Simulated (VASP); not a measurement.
**PbS: work function with PBEsol**

PbS, a slab with vacuum:

```
CELL_PARAMETERS angstrom
4.12996 0.00000 0.00000
0.05727 4.12956 0.00000
0.00000 0.00000 29.90312
ATOMIC_POSITIONS crystal
Pb 0.02603 0.02603 0.25081
Pb 0.52492 0.52492 0.35762
Pb 0.20968 0.20968 0.64238
Pb 0.70857 0.70857 0.74919
S 0.52577 0.52577 0.26560
S 0.02518 0.02518 0.34282
S 0.70942 0.70942 0.65718
S 0.20883 0.20883 0.73440
```

* Program: VASP 6.6.1
* Task: work function
* Functional: PBEsol
* Potentials or basis: VASP PAW PBE potentials, release 64 (Pb_d, S)
* Cutoff: 520 eV
* k mesh: 5 × 5 × 1
* Occupations: fermi-dirac, width 0.05 eV
* Spin: no spin polarisation
* Dipole correction: yes
* Further INCAR settings: ALGO = Normal; EDIFF = 1e-07

- Largest force: 0.678 eV/Å
- Band gap on the k mesh: 1.26 eV (least direct gap 1.27 eV)

Forces in eV/Å, atoms in the order of the input:
```
Pb  -0.001 -0.001  0.677
Pb   0.000  0.000 -0.678
Pb   0.000  0.000  0.678
Pb   0.001  0.001 -0.677
S   -0.003 -0.003  0.189
S    0.003  0.003 -0.189
S   -0.003 -0.003  0.189
S    0.003  0.003 -0.189
```

Levels at points of the mesh, in eV from the valence-band top:
```csv
k point,band 37,band 38,band 39,band 40,band 41,band 42,band 43,band 44
"(0.00, 0.00, 0.00)",-1.35,-1.35,-0.01,-0.01,1.26,1.32,3.24,3.59
```

It took 3 min on 1 thread of AMD EPYC 9R45 96-Core Processor (Zen 5) (shared host), peak memory 0.57 GiB.

Caveat: the PAW data sets were made with another functional, which shifts forces and pressure a little; spin-orbit coupling is left out, which moves the levels of the heavy elements.
